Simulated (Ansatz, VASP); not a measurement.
## Al3GaN4: VASP beside Ansatz

```
CELL_PARAMETERS angstrom
4.31898 0.16152 0.16152
0.16152 4.31898 0.16152
0.16152 0.16152 4.31898
ATOMIC_POSITIONS crystal
Al 0.50000 0.50000 0.00000
Al 0.50000 0.00000 0.50000
Al 0.00000 0.50000 0.50000
Ga 0.00000 0.00000 0.00000
N 0.74471 0.74471 0.25529
N 0.74471 0.25529 0.74471
N 0.25529 0.74471 0.74471
N 0.25529 0.25529 0.25529
```

Change from the starting cell: equal engineering shear yz, xz and xy +0.0733, equal normal strain along x, y and z -0.0200.

Alike in both runs: task single point; functional PBEsol; k mesh 6 × 6 × 6; occupations gaussian, width 0.05 eV; no spin polarisation.

|  | VASP | Ansatz |
| --- | --- | --- |
| version | VASP 6.6.1 | Ansatz 0.2.0 |
| potentials or method | VASP PAW PBE potentials, release 64 (Al, Ga_d, N), cutoff 520 eV | scalar-relativistic, plane waves, PAW |
| valence electrons in the cell | 42 | 42 |

Ansatz gave:

```
gap on the k mesh at the Fermi level (eV)                     : 2.83
least direct gap on the mesh (eV)                             : 2.83
pressure (GPa)                                                : 18.0
traceless stress, the component that is largest in VASP (GPa) : -17.22
rms of the force components (eV/Å)                            : 0.614
```

Problem. Estimate VASP's values.

Solution. gap on the k mesh at the Fermi level (eV): 2.82; least direct gap on the mesh (eV): 2.82; pressure (GPa): 18.1; traceless stress, the component that is largest in VASP (GPa): -17.38; rms of the force components (eV/Å): 0.619.

VASP's potentials were made for PBE, not for PBEsol. Atom by atom the forces differ by 0.016 eV/Å (rms over components). The functional is the same, so the differences come from potentials, cutoffs and numerics.
